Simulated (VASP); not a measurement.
# GaP (I-4m2) in VASP: a series of runs, part 2 of 2

VASP 6.6.1.

### 4 Single point, r2SCAN (strain +0.0600 x Voigt [0, 1, 0, 0, 0, 0])

The input, POSCAR:

```
GaP
1.0
    0.0000000000      2.8887650000      2.7252500000
    2.7252500000      0.0000000000      2.7252500000
    2.7252500000      2.8887650000      0.0000000000
Ga P
1 1
Direct
    0.0000000000      0.0000000000      0.0000000000
    0.7500000000      0.7500000000      0.7500000000
```

The input, INCAR.step1:

```
SYSTEM = GaP
  ALGO = Normal
  EDIFF = 1E-4
  ENCUT = 520
  GGA = PE
  ISMEAR = 0
  LASPH = .TRUE.
  LCHARG = .FALSE.
  LREAL = .FALSE.
  LWAVE = .TRUE.
  NBANDS = 16
  NELM = 80
  PREC = Accurate
  SIGMA = 0.05
```

The input, INCAR.step2:

```
SYSTEM = GaP
  ALGO = Normal
  EDIFF = 1E-6
  ENCUT = 520
  ISIF = 2
  ISMEAR = 0
  ISTART = 1
  LASPH = .TRUE.
  LCHARG = .TRUE.
  LELF = .TRUE.
  LMIXTAU = .TRUE.
  LREAL = .FALSE.
  LVHAR = .TRUE.
  LWAVE = .FALSE.
  METAGGA = R2SCAN
  NBANDS = 16
  NELM = 80
  PREC = Accurate
  SIGMA = 0.05
```

The input, KPOINTS:

```
k-points
0
G
  8 8 8
  0 0 0
```

Potentials or basis: VASP PAW PBE potentials, release 64 (Ga_d, P).

Launch:

```console
$ cat potpaw_PBE.64/Ga_d/POTCAR potpaw_PBE.64/P/POTCAR > POTCAR
$ cp INCAR.step1 INCAR
$ mpirun -np 1 vasp_std > vasp.out
$ cp INCAR.step2 INCAR
$ mpirun -np 1 vasp_std > vasp.out
```

OUTCAR:

```text
SYSTEM = GaP
   EDIFF = 1E-6
   ENCUT = 520
   ISIF = 2
   ISMEAR = 0
   ISTART = 1
   LASPH = .TRUE.
   LREAL = .FALSE.
   METAGGA = R2SCAN
   NELM = 80
   PREC = Accurate

 ion  position               nearest neighbor table
   1  0.000  0.000  0.000-   2 2.41   2 2.41   2 2.41   2 2.41
   2  0.750  0.750  0.750-   1 2.41   1 2.41   1 2.41   1 2.41

  LATTYP: Found a body centered tetragonal cell.
 ALAT       =     3.8540855109
 C/A-ratio  =     1.4990663761

  Lattice vectors:

 A1 = (   0.0000000000,  -2.8887650000,   2.7252500000)
 A2 = (   0.0000000000,  -2.8887650000,  -2.7252500000)
 A3 = (   2.7252500000,   2.8887650000,   0.0000000000)

Analysis of symmetry for initial positions (statically):
=====================================================================
 Subroutine PRICEL returns:
 Original cell was already a primitive cell.

 Routine SETGRP: Setting up the symmetry group for a
 body centered tetragonal supercell.

 Subroutine GETGRP returns: Found  8 space group operations
 (whereof  8 operations were pure point group operations)
 out of a pool of 16 trial point group operations.

The static configuration has the point symmetry D_2d.

Analysis of symmetry for dynamics (positions and initial velocities):
=====================================================================
 Subroutine PRICEL returns:
 Original cell was already a primitive cell.

 Routine SETGRP: Setting up the symmetry group for a
 body centered tetragonal supercell.

 Subroutine GETGRP returns: Found  8 space group operations
 (whereof  8 operations were pure point group operations)
 out of a pool of 16 trial point group operations.

The dynamic configuration has the point symmetry D_2d.

 Subroutine INISYM returns: Found  8 space group operations
 (whereof  8 operations are pure point group operations),
[... 106 lines left out ...]
   PSTRESS=    0.0 pullay stress
   NELECT =      18.0000    total number of electrons
   NUPDOWN=      -1.0000    fix difference up-down
   EMIN   =  10.00;   EMAX   =-10.00  energy-range for DOS
   EFERMI =   0.00;   METHOD = LEGACY
   ISMEAR =     0;   SIGMA  =   0.05  broadening in eV -4-tet -1-fermi 0-gaus
   EFERMI_NEDOS =   21; number of points for ismear=-14 and -15
   IALGO  =     38    algorithm
   IMIX   =      4    mixing-type and parameters
     AMIX     =   0.40;   BMIX     =  1.00
     AMIX_MAG =   1.60;   BMIX_MAG =  1.00
  volume/ion in A,a.u.               =      21.45       144.78
  Fermi-wavevector in a.u.,A,eV,Ry     =   1.225502  2.315863 20.433980  1.501855
  Thomas-Fermi vector in A             =   2.360538
   LORBIT       =      0    0 simple, 1 ext, 2 COOP (PROOUT), +10 PAW based schemes
   METAGGA = R2SCAN    functional components
   LHFCALC =     F    Hartree Fock is set to
   AEXX    =    0.0000 exact exchange contribution
   IVDW    =     0    specifies the selected vdW correction
   LEPSILON=     F    determine dielectric tensor
   LRPA    =     F    only Hartree local field effects (RPA)
 non-spin polarized calculation
 Gauss-broadening in eV      SIGMA  =   0.05
  energy-cutoff  :      520.00
  volume of cell :       42.91
 maximum number of plane-waves:      1170
 NGX is ok and might be reduce to    30
   NGX = 15   NGY = 15   NGZ = 15

 number of electron      18.0000010 magnetization

 Free energy of the ion-electron system (eV)
  ---------------------------------------------------
  ext. energy  EPLUGINS =         0.00000000
  ---------------------------------------------------
  free energy    TOTEN  =       -21.40082620 eV

  energy without entropy =      -21.40082620  energy(sigma->0) =      -21.40082620

 E-fermi :   4.2690     XC(G=0): -10.2701

 val. band max:        4.0039165812   @ k =   0.0000   0.0000   0.0000
 cond. band min:       5.6591084127   @ k =   0.5000   0.0000   0.0000
 fundamental gap:      1.6551918316
 Fermi energy:         4.2689895365

 k-point     1 :       0.0000    0.0000    0.0000
  band No.  band energies     occupation
      1     -11.0387      2.00000
      2     -11.0209      2.00000
      3     -11.0209      2.00000
      4     -10.9380      2.00000
      5     -10.9274      2.00000
      6      -8.6949      2.00000
[... 433 lines left out ...]
      3     -10.9967      2.00000
      4     -10.9332      2.00000
      5     -10.9273      2.00000
      6      -7.3205      2.00000
[... 8 lines left out ...]
     15      15.1476      0.00000
     16      15.1490      0.00000

 [... further k-points ...]
[... 5 lines left out ...]
  --------------------------------------------------------------------------------------
  -------------------------------------------------------------------------------------
  Total       -0.7697040     -2.1386627     -0.7697040      0.0000000     -0.0000000      0.0000000
  in kB      -28.7395148    -79.8542370    -28.7395148      0.0000000     -0.0000000      0.0000000
  external PRESSURE =     -45.7777556 kB  Pullay stress =       0.0000000 kB

 VOLUME and BASIS-vectors are now :
 -----------------------------------------------------------------------------
  energy-cutoff  :      520.00
  volume of cell :       42.91
      direct lattice vectors                 reciprocal lattice vectors
     0.000000000  2.888765000  2.725250000    -0.183469406  0.173084346  0.183469406
     2.725250000  0.000000000  2.725250000     0.183469406 -0.173084346  0.183469406
     2.725250000  2.888765000  0.000000000     0.183469406  0.173084346 -0.183469406

 POSITION                                       TOTAL-FORCE (eV/Angst)
 -----------------------------------------------------------------------------------
      0.00000      0.00000      0.00000        -0.000000     -0.000000     -0.000000
      4.08788      4.33315      4.08788         0.000000      0.000000      0.000000
 -----------------------------------------------------------------------------------
    total drift:                               -0.000019      0.000029     -0.000019

  FREE ENERGIE OF THE ION-ELECTRON SYSTEM (eV)
  ---------------------------------------------------
  free  energy   TOTEN  =       -21.4008261992 eV

  energy  without entropy=      -21.4008261992  energy(sigma->0) =      -21.40082620
```

OSZICAR.step1:

```text
N       E                     dE             d eps       ncg     rms          rms(c)
DAV:   1     0.840251714508E+02    0.84025E+02   -0.89553E+03  1952   0.156E+03
DAV:   2    -0.254801161089E+01   -0.86573E+02   -0.81808E+02  2248   0.321E+02
DAV:   3    -0.923530690506E+01   -0.66873E+01   -0.66666E+01  2360   0.675E+01
DAV:   4    -0.934769201738E+01   -0.11239E+00   -0.11236E+00  2424   0.951E+00
DAV:   5    -0.934993143387E+01   -0.22394E-02   -0.22393E-02  2400   0.118E+00    0.398E+00
DAV:   6    -0.911660309848E+01    0.23333E+00   -0.38032E-01  2952   0.983E+00    0.260E+00
DAV:   7    -0.909384369014E+01    0.22759E-01   -0.85115E-02  2536   0.188E+00    0.106E+00
DAV:   8    -0.909415567764E+01   -0.31199E-03   -0.12420E-02  2224   0.131E+00    0.155E-01
DAV:   9    -0.909456134084E+01   -0.40566E-03   -0.12645E-03  2456   0.502E-01    0.835E-02
DAV:  10    -0.909463912065E+01   -0.77780E-04   -0.88220E-05  1952   0.102E-01
   1 F= -.90946391E+01 E0= -.90946391E+01  d E =-.322993E-13
```

It took 3.9 min on 1 thread of Intel Xeon 8259CL, shared host; peak memory 0.19 GiB.

Results:

- Free energy: -21.4008 eV
- Pressure: -4.6 GPa
- Band gap on the k mesh: 1.66 eV (least direct gap 1.68 eV)

Stress tensor (GPa, compression positive):
```
-2.87  0.00  0.00
 0.00 -7.99  0.00
 0.00  0.00 -2.87
```

Caveat: the cell differs from its parent crystal (strain +0.0600 x Voigt [0, 1, 0, 0, 0, 0]); the cell stands under tension; the PAW data sets were made with another functional, which shifts forces and pressure a little.

### 5 The runs side by side

```tsv
cell	gap on the mesh (eV)	pressure (GPa)
a = 3.942, b = 3.854 Å, angles 60.7, 58.5, 60.7°, 2 atoms	1.74	-3.6
a = 3.957, b = 3.854 Å, angles 60.9, 58.3, 60.9°, 2 atoms	1.71	-4.1
a = 3.971, b = 3.854 Å, angles 61.0, 58.1, 61.0°, 2 atoms	1.66	-4.6
```

Alike in all rows: task single point; level r2SCAN; potentials or basis VASP PAW PBE potentials, release 64 (Ga_d, P); no spin polarisation; k mesh 8 × 8 × 8; cutoff (eV) 520; smearing gaussian 0.05 eV.

Caveats: the cell stands under tension; the PAW data sets were made with another functional, which shifts forces and pressure a little.

Total energies depend on the potentials used, so only differences within one code and one set of settings carry meaning.
